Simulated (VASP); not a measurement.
# HgTe (F-43m) in VASP: vibrations by perturbation theory with PBEsol

Aim: the vibrations by perturbation theory of HgTe with PBEsol.

All numbers are computed with VASP 6.6.1; they aren't measurements. Logs are shortened: lines on timing, memory, paths and dates and some standing lists are left out, and cuts for length are marked.

## 1. The cell of the first run

It takes space group F-43m (No. 216, cubic). The conventional cell has a = 6.566 Å, b = 6.566 Å, c = 6.566 Å, α = 90.00°, β = 90.00°, γ = 90.00°. Hg (site symmetry -43m) has 4 Te at 2.84 Å within 3.7 Å. Te (site symmetry -43m) has 4 Hg at 2.84 Å within 3.7 Å.

## 2. Vibrations by perturbation theory, PBEsol

File INCAR:

```
SYSTEM = HgTe
PREC = Accurate
ENCUT = 520
EDIFF = 1E-8
ISMEAR = -1
SIGMA = 0.15
LREAL = .False.
LASPH = .True.
NELM = 60
ALGO = Normal
ISIF = 2
LWAVE = .False.
LCHARG = .True.
GGA = PS
NBANDS = 16
IBRION = 8
NSW = 1
```

File KPOINTS:

```
Automatic mesh
0
Gamma
  12 12 12
  0 0 0
```

File POSCAR:

```
HgTe
1.0
    0.0000000000      3.2829818296      3.2829818296
    3.2829818296      0.0000000000      3.2829818296
    3.2829818296      3.2829818296      0.0000000000
Hg Te
1 1
Direct
    0.0000000000      0.0000000000      0.0000000000
    0.7500000000      0.7500000000      0.7500000000
```

Potentials or basis: VASP PAW PBE potentials, release 64 (Hg, Te).

Launch:

```bash
$ cat potpaw_PBE.64/Hg/POTCAR potpaw_PBE.64/Te/POTCAR > POTCAR
$ mpirun -np 1 vasp_std > vasp.out
```

OUTCAR:

```text
SYSTEM = HgTe
   PREC = Accurate
   ENCUT = 520
   EDIFF = 1E-8
   ISMEAR = -1
   LREAL = .False.
   LASPH = .True.
   NELM = 60
   ISIF = 2
   GGA = PS
   IBRION = 8
   NSW = 1

 ion  position               nearest neighbor table
   1  0.000  0.000  0.000-   2 2.84   2 2.84   2 2.84   2 2.84
   2  0.750  0.750  0.750-   1 2.84   1 2.84   1 2.84   1 2.84

  LATTYP: Found a face centered cubic cell.
 ALAT       =     6.5659636592

  Lattice vectors:

 A1 = (   0.0000000000,   3.2829818296,   3.2829818296)
 A2 = (   3.2829818296,   0.0000000000,   3.2829818296)
 A3 = (   3.2829818296,   3.2829818296,   0.0000000000)

Analysis of symmetry for initial positions (statically):
=====================================================================
 Subroutine PRICEL returns:
 Original cell was already a primitive cell.

 Routine SETGRP: Setting up the symmetry group for a
 face centered cubic supercell.

 Subroutine GETGRP returns: Found 24 space group operations
 (whereof 24 operations were pure point group operations)
 out of a pool of 48 trial point group operations.

The static configuration has the point symmetry T_d .

Analysis of symmetry for dynamics (positions and initial velocities):
=====================================================================
 Subroutine PRICEL returns:
 Original cell was already a primitive cell.

 Routine SETGRP: Setting up the symmetry group for a
 face centered cubic supercell.

 Subroutine GETGRP returns: Found 24 space group operations
 (whereof 24 operations were pure point group operations)
 out of a pool of 48 trial point group operations.

The dynamic configuration has the point symmetry T_d .

 Subroutine INISYM returns: Found 24 space group operations
 (whereof 24 operations are pure point group operations),
 and found     1 'primitive' translations

----------------------------------------------------------------------------------------

                                     Primitive cell

  volume of cell :      70.7678

  direct lattice vectors                    reciprocal lattice vectors
     0.000000000  3.282981830  3.282981830    -0.152300569  0.152300569  0.152300569
     3.282981830  0.000000000  3.282981830     0.152300569 -0.152300569  0.152300569
     3.282981830  3.282981830  0.000000000     0.152300569  0.152300569 -0.152300569

  length of vectors
     4.642837428  4.642837428  4.642837428     0.263792323  0.263792323  0.263792323

  position of ions in fractional coordinates (direct lattice)
     0.000000000  0.000000000  0.000000000
     0.750000000  0.750000000  0.750000000

  ion indices of the primitive-cell ions
   primitive index   ion index
                 1           1
                 2           2

----------------------------------------------------------------------------------------

 KPOINTS: Automatic mesh

Automatic generation of k-mesh.
 Grid dimensions read from file:
 generate k-points for:   12   12   12

 Generating k-lattice:

  Cartesian coordinates                     Fractional coordinates (reciprocal lattice)
    -0.012691714  0.012691714  0.012691714     0.083333333  0.000000000  0.000000000
     0.012691714 -0.012691714  0.012691714     0.000000000  0.083333333  0.000000000
     0.012691714  0.012691714 -0.012691714     0.000000000  0.000000000  0.083333333

[... 69 lines left out ...]
   EMIN   =  10.00;   EMAX   =-10.00  energy-range for DOS
   EFERMI =   0.00;   METHOD = LEGACY
   ISMEAR =    -1;   SIGMA  =   0.15  broadening in eV -4-tet -1-fermi 0-gaus
   EFERMI_NEDOS =   21; number of points for ismear=-14 and -15
   IALGO  =     38    algorithm
   IMIX   =      4    mixing-type and parameters
     AMIX     =   0.40;   BMIX     =  1.00
     AMIX_MAG =   1.60;   BMIX_MAG =  1.00
  volume/ion in A,a.u.               =      35.38       238.78
  Fermi-wavevector in a.u.,A,eV,Ry     =   1.037259  1.960135 14.638591  1.075906
  Thomas-Fermi vector in A             =   2.171688
   LORBIT       =      0    0 simple, 1 ext, 2 COOP (PROOUT), +10 PAW based schemes
   GGA     = PS    functional components
   LHFCALC =     F    Hartree Fock is set to
   AEXX    =    0.0000 exact exchange contribution
   IVDW    =     0    specifies the selected vdW correction
   LEPSILON=     F    determine dielectric tensor
   LRPA    =     F    only Hartree local field effects (RPA)
 non-spin polarized calculation
  energy-cutoff  :      520.00
  volume of cell :       70.77
 maximum number of plane-waves:      1932
   NGX = 17   NGY = 17   NGZ = 17

--------------------------------------- Ionic step        1  -------------------------------------------

 number of electron      18.0000001 magnetization

 Free energy of the ion-electron system (eV)
  ---------------------------------------------------
  ext. energy  EPLUGINS =         0.00000000
  ---------------------------------------------------
  free energy    TOTEN  =        -4.37546667 eV

  energy without entropy =       -4.36662078  energy(sigma->0) =       -4.37104372

 E-fermi :   2.7176     XC(G=0):  -8.7245

 val. band max:        2.4668819389   @ k =   0.0000   0.0000   0.0000
 cond. band min:       2.8319160387   @ k =   0.0833   0.0000   0.0000
 fundamental gap:      0.3650340997
 Fermi energy:         2.7176114562

 k-point     1 :       0.0000    0.0000    0.0000
  band No.  band energies     occupation
      1      -9.2301      2.00000
      2      -4.6118      2.00000
      3      -4.6118      2.00000
      4      -4.6118      2.00000
      5      -4.1312      2.00000
      6      -4.1312      2.00000
[... 433 lines left out ...]
      3      -4.4579      2.00000
      4      -4.1455      2.00000
      5      -4.1212      2.00000
      6      -3.8391      2.00000
[... 8 lines left out ...]
     15      11.7133      0.00000
     16      11.8987      0.00000

 [... further k-points ...]
[... 5 lines left out ...]
  --------------------------------------------------------------------------------------
  -------------------------------------------------------------------------------------
  Total       -0.3999399     -0.3999399     -0.3999399     -0.0000000      0.0000000      0.0000000
  in kB       -9.0546117     -9.0546117     -9.0546117     -0.0000000      0.0000000      0.0000000
  external PRESSURE =      -9.0546117 kB  Pullay stress =       0.0000000 kB

 VOLUME and BASIS-vectors are now :
 -----------------------------------------------------------------------------
  energy-cutoff  :      520.00
  volume of cell :       70.77
      direct lattice vectors                 reciprocal lattice vectors
     0.000000000  3.282981830  3.282981830    -0.152300569  0.152300569  0.152300569
     3.282981830  0.000000000  3.282981830     0.152300569 -0.152300569  0.152300569
     3.282981830  3.282981830  0.000000000     0.152300569  0.152300569 -0.152300569

 POSITION                                       TOTAL-FORCE (eV/Angst)
 -----------------------------------------------------------------------------------
      0.00000      0.00000      0.00000         0.000000      0.000000      0.000000
      4.92447      4.92447      4.92447        -0.000000     -0.000000     -0.000000
 -----------------------------------------------------------------------------------
    total drift:                                0.000000      0.000000      0.000000

  FREE ENERGIE OF THE ION-ELECTRON SYSTEM (eV)
  ---------------------------------------------------
  free  energy   TOTEN  =        -4.3754666716 eV

  energy  without entropy=       -4.3666207762  energy(sigma->0) =       -4.37104372

[... ionic steps 2 to 3 ...]

--------------------------------------- Ionic step        4  -------------------------------------------

------------------------ aborting loop because EDIFF is reached ----------------------------------------

[... ionic steps 5 to 6 ...]

--------------------------------------- Ionic step        7  -------------------------------------------

 Free energy of the ion-electron system (eV)
  ---------------------------------------------------
  ---------------------------------------------------
  free energy    TOTEN  =        -0.04806752 eV

  energy without entropy =       -0.04806752

------------------------ aborting loop because EDIFF is reached ----------------------------------------

 INTERNAL STRAIN TENSOR  FOR ION    2  DIRECTION 1   (eV/Angst):
 -----------------------------------------------------------------------------
     0.00199  0.00000  0.00000
     0.00000  0.00247  3.83715
     0.00000  3.83715  0.00247

 INTERNAL STRAIN TENSOR FOR ION    2 for displacements in x,y,z  (eV/Angst):
          X           Y           Z          XY          YZ          ZX
  --------------------------------------------------------------------------------
  x    -0.00000    -0.00000    -0.00000     0.00000     3.83715     0.00000
  y     0.00000     0.00000     0.00000     0.00000     0.00000     3.83715
  z    -0.00000    -0.00000    -0.00000     3.83715     0.00000     0.00000

 SECOND DERIVATIVES (NOT SYMMETRIZED)
 ------------------------------------
               1X          1Y          1Z          2X          2Y          2Z
  1X    -3.103174    0.000000    0.000000    3.103174    0.000000    0.000000
  1Y     0.000000   -3.103174    0.000000    0.000000    3.103174    0.000000
  1Z     0.000000    0.000000   -3.103174    0.000000    0.000000    3.103174
  2X     3.097632    0.000000    0.000000   -3.097632    0.000000    0.000000
  2Y     0.000000    3.097632    0.000000    0.000000   -3.097632    0.000000
  2Z     0.000000    0.000000    3.097632    0.000000    0.000000   -3.097632

 Eigenvectors and eigenvalues of the dynamical matrix
 ----------------------------------------------------

   1 f  =    3.116731 THz    19.582999 2PiTHz  103.962961 cm-1    12.889759 meV
             X         Y         Z           dx          dy          dz
      0.000000  0.000000  0.000000    -0.623878    0.000000    0.000000
      4.924473  4.924473  4.924473     0.781522    0.000000    0.000000
[... 21 lines left out ...]
   6 f/i=    0.001358 THz     0.008534 2PiTHz    0.045304 cm-1     0.005617 meV
             X         Y         Z           dx          dy          dz
      0.000000  0.000000  0.000000     0.000000    0.000000    0.781522
      4.924473  4.924473  4.924473     0.000000    0.000000    0.623878

--------------------------------------------------------------------------------------------------------

 ELASTIC MODULI CONTR FROM IONIC RELAXATION (kBar)
 Direction    XX          YY          ZZ          XY          YZ          ZX
 --------------------------------------------------------------------------------
 XX          -0.0000     -0.0000     -0.0000      0.0000      0.0000      0.0000
 YY          -0.0000     -0.0000     -0.0000      0.0000      0.0000     -0.0000
 ZZ          -0.0000     -0.0000     -0.0000      0.0000      0.0000      0.0000
 XY           0.0000      0.0000      0.0000   -115.6511      0.0000      0.0000
 YZ           0.0000      0.0000      0.0000      0.0000   -115.6511      0.0000
 ZX           0.0000     -0.0000      0.0000      0.0000      0.0000   -115.6511
 --------------------------------------------------------------------------------
```

Run time: 33 min. Hardware: 1 thread of AMD EPYC 7R13, shared host; peak memory 0.75 GiB.

Results:

- Highest phonon frequency at Γ, LO-TO splitting left out: 104 cm⁻¹

Phonon frequencies in cm⁻¹ (negative: imaginary):
| q point | frequencies |
| --- | --- |
| (0.000, 0.000, 0.000) | 0 0 0 104 104 104 |

Caveat: the PAW data sets were made with another functional, which shifts forces and pressure a little; spin-orbit coupling is left out, which moves the levels of the heavy elements.
